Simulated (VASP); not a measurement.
Input of a VASP 6.6.1 run:

The input POSCAR:

```
CdF2
1.0
    0.0000000000      2.6941776810      2.6941776810
    2.6941776810      0.0000000000      2.6941776810
    2.6941776810      2.6941776810      0.0000000000
Cd F
1 2
Direct
    0.0000000000      0.0000000000      0.0000000000
    0.2500000000      0.2500000000      0.2500000000
    0.7500000000      0.7500000000      0.7500000000
```

The input INCAR.step1:

```
SYSTEM = CdF2
ALGO = Normal
EDIFF = 1E-5
ENCUT = 520
GGA = PE
ISIF = 2
ISMEAR = 0
LASPH = .TRUE.
LCHARG = .FALSE.
LREAL = .FALSE.
LWAVE = .TRUE.
NBANDS = 20
NELM = 100
PREC = Accurate
SIGMA = 0.01
```

Contents of INCAR.step2:

```
SYSTEM = CdF2
ALGO = Normal
EDIFF = 1E-7
ENCUT = 520
GGA = PE
HFSCREEN = 0.2079
ISIF = 2
ISMEAR = 0
ISTART = 1
LASPH = .TRUE.
LCHARG = .FALSE.
LHFCALC = .TRUE.
LREAL = .FALSE.
LWAVE = .FALSE.
NBANDS = 20
NELM = 100
PREC = Accurate
PRECFOCK = Normal
SIGMA = 0.01
```

The input KPOINTS:

```
k-points
0
G
  4 4 4
  0 0 0
```

Potentials or basis: VASP PAW PBE potentials, release 64 (Cd, F).

Launch:

```bash
$ cat potpaw_PBE.64/Cd/POTCAR potpaw_PBE.64/F/POTCAR > POTCAR
$ cp INCAR.step1 INCAR
$ mpirun -np 1 vasp_std > vasp.out
$ cp INCAR.step2 INCAR
$ mpirun -np 1 vasp_std > vasp.out
```

Question: Predict the band gap on the k mesh.

Answer: 5.16 eV (least direct gap 5.74 eV).

Question: Estimate the pressure.

Answer: 2.7 GPa.

Caveat: the k points lie up to 0.50 Å⁻¹ apart; the PAW data sets were made with another functional, which shifts forces and pressure a little. A k mesh can miss the band edges.
